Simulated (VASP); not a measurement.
# SiO2 (Pbam) in VASP: a series of runs

Runs on SiO2. Level: PBE. Tasks: single point, relaxation of cell and atoms.

All numbers are computed with VASP 6.6.1; they aren't measurements. Logs are shortened: lines on timing, memory, paths and dates and some standing lists are left out, and cuts for length are marked.

## Step 1: The cell of the first run

It takes space group Pbam (No. 55, orthorhombic). Conventional cell: a = 3.967 Å, b = 5.934 Å, c = 3.578 Å, α = 90.00°, β = 90.00°, γ = 90.00°. Si (site symmetry 2/m) has 4 O at 1.95 Å within 2.6 Å. Within 2.0 Å of O (site symmetry m) lie 1 O at 1.54 Å and 2 Si at 1.95 Å.

The cell was generated, and may not be a known phase.

## Step 2: Single point, PBE

Input file INCAR:

```
SYSTEM = SiO2
PREC     = Accurate       ! precision mode
ENCUT    = 520            ! plane-wave cutoff, eV
EDIFF    = 1E-6           ! SCF threshold, eV
ISMEAR   = 0              ! smearing method
SIGMA    = 0.1            ! smearing width, eV
LREAL    = .FALSE.        ! projectors in reciprocal space
LASPH    = .TRUE.         ! aspherical terms in the spheres
NELM     = 80             ! most SCF steps
ALGO     = Normal         ! electronic algorithm
ISIF     = 2              ! what is computed and relaxed
LWAVE    = .FALSE.        ! write WAVECAR
LCHARG   = .FALSE.        ! write CHGCAR
GGA      = PE             ! functional
NBANDS   = 25             ! bands
```

Input file KPOINTS:

```
regular mesh
0
G
  10 6 10
  0 0 0
```

Input file POSCAR:

```
SiO2
1.0
    3.9667405629      0.0000000000      0.0000000000
    0.0000000000      5.9344699529      0.0000000000
    0.0000000000      0.0000000000      3.5779550544
Si O
2 4
Direct
    0.0000000000      0.5000000000      0.5000000000
    0.5000000000      0.0000000000      0.5000000000
    0.1908032157      0.4776967863      0.0000000000
    0.8091967843      0.5223032137      0.0000000000
    0.3091967843      0.9776967863      0.0000000000
    0.6908032157      0.0223032137      0.0000000000
```

Potentials or basis: VASP PAW PBE potentials, release 64 (Si, O).

Launch:

```
cat potpaw_PBE.64/Si/POTCAR potpaw_PBE.64/O/POTCAR > POTCAR
mpirun -np 1 vasp_std > vasp.out
```

OUTCAR:

```text
SYSTEM = SiO2
   PREC = Accurate
   ENCUT = 520
   EDIFF = 1E-6
   ISMEAR = 0
   LREAL = .FALSE.
   LASPH = .TRUE.
   NELM = 80
   ISIF = 2
   GGA = PE

 ion  position               nearest neighbor table
   1  0.000  0.500  0.500-   3 1.95   4 1.95   3 1.95   4 1.95
   2  0.500  0.000  0.500-   5 1.95   6 1.95   5 1.95   6 1.95
   3  0.191  0.478  0.000-   4 1.54   1 1.95   1 1.95
   4  0.809  0.522  0.000-   3 1.54   1 1.95   1 1.95
   5  0.309  0.978  0.000-   6 1.54   2 1.95   2 1.95
   6  0.691  0.022  0.000-   5 1.54   2 1.95   2 1.95

  LATTYP: Found a simple orthorhombic cell.
 ALAT       =     3.5779550544
 B/A-ratio  =     1.1086613729
 C/A-ratio  =     1.6586205983

  Lattice vectors:

 A1 = (   0.0000000000,   0.0000000000,   3.5779550544)
 A2 = (   3.9667405629,   0.0000000000,   0.0000000000)
 A3 = (   0.0000000000,   5.9344699529,   0.0000000000)

Analysis of symmetry for initial positions (statically):
=====================================================================
 Subroutine PRICEL returns:
 Original cell was already a primitive cell.

 Routine SETGRP: Setting up the symmetry group for a
 simple orthorhombic supercell.

 Subroutine GETGRP returns: Found  8 space group operations
 (whereof  4 operations were pure point group operations)
 out of a pool of  8 trial point group operations.

The static configuration has the point symmetry C_2h.
 The point group associated with its full space group is D_2h.

Analysis of symmetry for dynamics (positions and initial velocities):
=====================================================================
 Subroutine PRICEL returns:
 Original cell was already a primitive cell.

 Routine SETGRP: Setting up the symmetry group for a
 simple orthorhombic supercell.

 Subroutine GETGRP returns: Found  8 space group operations
 (whereof  4 operations were pure point group operations)
 out of a pool of  8 trial point group operations.

The dynamic configuration has the point symmetry C_2h.
 The point group associated with its full space group is D_2h.

 Subroutine INISYM returns: Found  8 space group operations
 (whereof  4 operations are pure point group operations),
 and found     1 'primitive' translations

----------------------------------------------------------------------------------------

                                     Primitive cell

  volume of cell :      84.2269

  direct lattice vectors                    reciprocal lattice vectors
     3.966740563  0.000000000  0.000000000     0.252096144  0.000000000  0.000000000
     0.000000000  5.934469953  0.000000000     0.000000000  0.168507046  0.000000000
     0.000000000  0.000000000  3.577955054     0.000000000  0.000000000  0.279489257

  length of vectors
     3.966740563  5.934469953  3.577955054     0.252096144  0.168507046  0.279489257

  position of ions in fractional coordinates (direct lattice)
     0.000000000  0.500000000  0.500000000
     0.500000000  0.000000000  0.500000000
     0.190803216  0.477696786  0.000000000
     0.809196784  0.522303214  0.000000000
     0.309196784  0.977696786  0.000000000
     0.690803216  0.022303214  0.000000000

  ion indices of the primitive-cell ions
   primitive index   ion index
                 1           1
                 2           2
                 3           3
                 4           4
                 5           5
                 6           6

----------------------------------------------------------------------------------------

 KPOINTS: regular mesh

Automatic generation of k-mesh.
 Grid dimensions read from file:
 generate k-points for:   10    6   10

 Generating k-lattice:

  Cartesian coordinates                     Fractional coordinates (reciprocal lattice)
     0.025209614  0.000000000  0.000000000     0.100000000  0.000000000  0.000000000
     0.000000000  0.028084508  0.000000000     0.000000000  0.166666667  0.000000000
     0.000000000  0.000000000  0.027948926     0.000000000  0.000000000  0.100000000

  Length of vectors
     0.025209614  0.028084508  0.027948926

  Shift w.r.t. Gamma in fractional coordinates (k-lattice)
     0.000000000  0.000000000  0.000000000

 Subroutine IBZKPT returns following result:
 ===========================================

 Found    144 irreducible k-points:

 Following reciprocal coordinates:
            Coordinates               Weight
  0.000000  0.000000  0.000000      1.000000
  0.100000  0.000000  0.000000      2.000000
  0.200000  0.000000  0.000000      2.000000
  0.300000  0.000000  0.000000      2.000000
  0.400000  0.000000  0.000000      2.000000
  0.500000  0.000000  0.000000      1.000000
[... 16 lines left out ...]
  0.400000  0.500000  0.000000      2.000000
  0.500000  0.500000  0.000000      1.000000
 [... further k-points ...]
   k-points           NKPTS =    144   k-points in BZ     NKDIM =    144   number of bands    NBANDS=     25
   number of dos      NEDOS =    301   number of ions     NIONS =      6
   total plane-waves  NPLWV =  40320
   dimension x,y,z NGX =    30 NGY =   48 NGZ =   28
   dimension x,y,z NGXF=    60 NGYF=   96 NGZF=   56
   ions per type =               2   4
   NGX,Y,Z   is equivalent  to a cutoff of  12.57, 13.45, 13.01 a.u.
   NGXF,Y,Z  is equivalent  to a cutoff of  25.15, 26.89, 26.02 a.u.
 SYSTEM =  SiO2
   PREC   = accura    normal or accurate (medium, high low for compatibility)
   ISTART =      0    job   : 0-new  1-cont  2-samecut
   ICHARG =      2    charge: 1-file 2-atom 10-const
   ISPIN  =      1    spin polarized calculation?
   LNONCOLLINEAR =      F non collinear calculations
   LSORBIT =      F    spin-orbit coupling
   LASPH  =      T    aspherical Exc in radial PAW
   ENCUT  =  520.0 eV  38.22 Ry    6.18 a.u.   7.38 11.03  6.65*2*pi/ulx,y,z
   NELM   =     80;   NELMIN=  2; NELMDL= -5     # of ELM steps
   EDIFF  = 0.1E-05   stopping-criterion for ELM
   LREAL  =      F    real-space projection
[... 7 lines left out ...]
   TEBEG  =    0.0;   TEEND  =   0.0 temperature during run
   PSTRESS=    0.0 pullay stress
   NELECT =      32.0000    total number of electrons
   NUPDOWN=      -1.0000    fix difference up-down
   EMIN   =  10.00;   EMAX   =-10.00  energy-range for DOS
   EFERMI =   0.00;   METHOD = LEGACY
   ISMEAR =     0;   SIGMA  =   0.10  broadening in eV -4-tet -1-fermi 0-gaus
   EFERMI_NEDOS =   21; number of points for ismear=-14 and -15
   IALGO  =     38    algorithm
   IMIX   =      4    mixing-type and parameters
     AMIX     =   0.40;   BMIX     =  1.00
     AMIX_MAG =   1.60;   BMIX_MAG =  1.00
  volume/ion in A,a.u.               =      14.04        94.73
  Fermi-wavevector in a.u.,A,eV,Ry     =   1.185699  2.240647 19.128202  1.405883
  Thomas-Fermi vector in A             =   2.321888
   LORBIT       =      0    0 simple, 1 ext, 2 COOP (PROOUT), +10 PAW based schemes
   GGA     = PE    functional components
   LHFCALC =     F    Hartree Fock is set to
   AEXX    =    0.0000 exact exchange contribution
   IVDW    =     0    specifies the selected vdW correction
   LEPSILON=     F    determine dielectric tensor
   LRPA    =     F    only Hartree local field effects (RPA)
 non-spin polarized calculation
 Gauss-broadening in eV      SIGMA  =   0.10
  energy-cutoff  :      520.00
  volume of cell :       84.23
 maximum number of plane-waves:      2286
 NGX is ok and might be reduce to    30
   NGX = 15   NGY = 23   NGZ = 13

 number of electron      32.0000012 magnetization

 Free energy of the ion-electron system (eV)
  ---------------------------------------------------
  ext. energy  EPLUGINS =         0.00000000
  ---------------------------------------------------
  free energy    TOTEN  =       -29.96441249 eV

  energy without entropy =      -29.95773353  energy(sigma->0) =      -29.96107301

 E-fermi :   3.9669     XC(G=0):  -9.4336

 val. band max:        3.9653367874   @ k =   0.4000   0.3333   0.0000
 cond. band min:       3.9717757235   @ k =   0.5000   0.0000   0.4000
 fundamental gap:      0.0064389361
 Fermi energy:         3.9668855199

 k-point     1 :       0.0000    0.0000    0.0000
  band No.  band energies     occupation
      1     -19.9421      2.00000
      2     -19.7407      2.00000
      3     -12.9603      2.00000
      4     -12.7823      2.00000
      5      -5.1312      2.00000
      6      -4.8615      2.00000
[... 17 lines left out ...]
     24      11.8269      0.00000
     25      12.4268      0.00000

 k-point     2 :       0.1000    0.0000    0.0000
  band No.  band energies     occupation
      1     -19.9239      2.00000
      2     -19.7310      2.00000
      3     -13.0267      2.00000
      4     -12.8562      2.00000
      5      -5.1095      2.00000
      6      -4.8509      2.00000
[... 17 lines left out ...]
     24      12.0129      0.00000
     25      12.4950      0.00000

 k-point     3 :       0.2000    0.0000    0.0000
  band No.  band energies     occupation
      1     -19.8740      2.00000
      2     -19.7070      2.00000
      3     -13.1932      2.00000
      4     -13.0458      2.00000
      5      -5.0496      2.00000
      6      -4.8245      2.00000
[... 17 lines left out ...]
     24      12.3944      0.00000
     25      12.7009      0.00000

 k-point     4 :       0.3000    0.0000    0.0000
  band No.  band energies     occupation
      1     -19.8057      2.00000
      2     -19.6814      2.00000
      3     -13.3846      2.00000
      4     -13.2751      2.00000
      5      -4.9662      2.00000
      6      -4.7976      2.00000
[... 17 lines left out ...]
     24      13.0454      0.00000
     25      13.2904      0.00000
[... 477 lines left out ...]
 k-point    22 :       0.3000    0.5000    0.0000
  band No.  band energies     occupation
      1     -19.7436      2.00000
      2     -19.7436      2.00000
      3     -13.3350      2.00000
      4     -13.3350      2.00000
      5      -4.8818      2.00000
      6      -4.8818      2.00000
[... 17 lines left out ...]
     24      11.7530      0.00000
     25      13.8893      0.00000

 k-point    23 :       0.4000    0.5000    0.0000
  band No.  band energies     occupation
      1     -19.7037      2.00000
      2     -19.7037      2.00000
      3     -13.5002      2.00000
      4     -13.5002      2.00000
      5      -4.8341      2.00000
      6      -4.8341      2.00000
[... 17 lines left out ...]
     24      11.4047      0.00000
     25      14.1159      0.00000

 k-point    24 :       0.5000    0.5000    0.0000
  band No.  band energies     occupation
      1     -19.6883      2.00000
      2     -19.6883      2.00000
      3     -13.5620      2.00000
      4     -13.5620      2.00000
      5      -4.8154      2.00000
      6      -4.8154      2.00000
[... 17 lines left out ...]
     24      11.2610      0.00000
     25      14.2335      0.00000

 [... further k-points ...]
[... 5 lines left out ...]
  --------------------------------------------------------------------------------------
  -------------------------------------------------------------------------------------
  Total        0.4798070     -0.0792940      0.3294826     -0.0000000      0.0000000      0.0000000
  in kB        9.1269691     -1.5083441      6.2674732     -0.0000000      0.0000000      0.0000000
  external PRESSURE =       4.6286994 kB  Pullay stress =       0.0000000 kB

 VOLUME and BASIS-vectors are now :
 -----------------------------------------------------------------------------
  energy-cutoff  :      520.00
  volume of cell :       84.23
      direct lattice vectors                 reciprocal lattice vectors
     3.966740563  0.000000000  0.000000000     0.252096144  0.000000000  0.000000000
     0.000000000  5.934469953  0.000000000     0.000000000  0.168507046  0.000000000
     0.000000000  0.000000000  3.577955054     0.000000000  0.000000000  0.279489257

 POSITION                                       TOTAL-FORCE (eV/Angst)
 -----------------------------------------------------------------------------------
      0.00000      2.96723      1.78898         0.000000      0.000000      0.000000
      1.98337      0.00000      1.78898         0.000000      0.000000      0.000000
      0.75687      2.83488      0.00000         0.207110     -0.036033      0.000000
      3.20987      3.09959      0.00000        -0.207110      0.036033      0.000000
      1.22650      5.80211      0.00000        -0.207110     -0.036033      0.000000
      2.74024      0.13236      0.00000         0.207110      0.036033     -0.000000
 -----------------------------------------------------------------------------------
    total drift:                                0.000000      0.000000     -0.000000

  FREE ENERGIE OF THE ION-ELECTRON SYSTEM (eV)
  ---------------------------------------------------
  free  energy   TOTEN  =       -29.9644124906 eV

  energy  without entropy=      -29.9577335311  energy(sigma->0) =      -29.96107301
```

Run time: 7.6 min. Hardware: 1 thread of Intel Xeon 8259CL, shared host; peak memory 0.34 GiB.

What came out:

```yaml
Free_energy: -29.9644 eV
Pressure: 0.5 GPa
Largest_force: 0.210 eV/Å
Band_gap_on_the_k_mesh: zero (bands 16 and 17 overlap by 0.76 eV)
```

Forces in eV/Å, atoms in the order of the input:
```
Si   0.000  0.000  0.000
Si   0.000  0.000  0.000
O    0.207 -0.036  0.000
O   -0.207  0.036  0.000
O   -0.207 -0.036  0.000
O    0.207  0.036  0.000
```

Stress tensor (GPa, compression positive):
```
 0.91  0.00  0.00
 0.00 -0.15  0.00
 0.00  0.00  0.63
```

(Part 1 of 2 ends here.)

The gap in the log of VASP goes by the Fermi energy; the results here count the filled bands.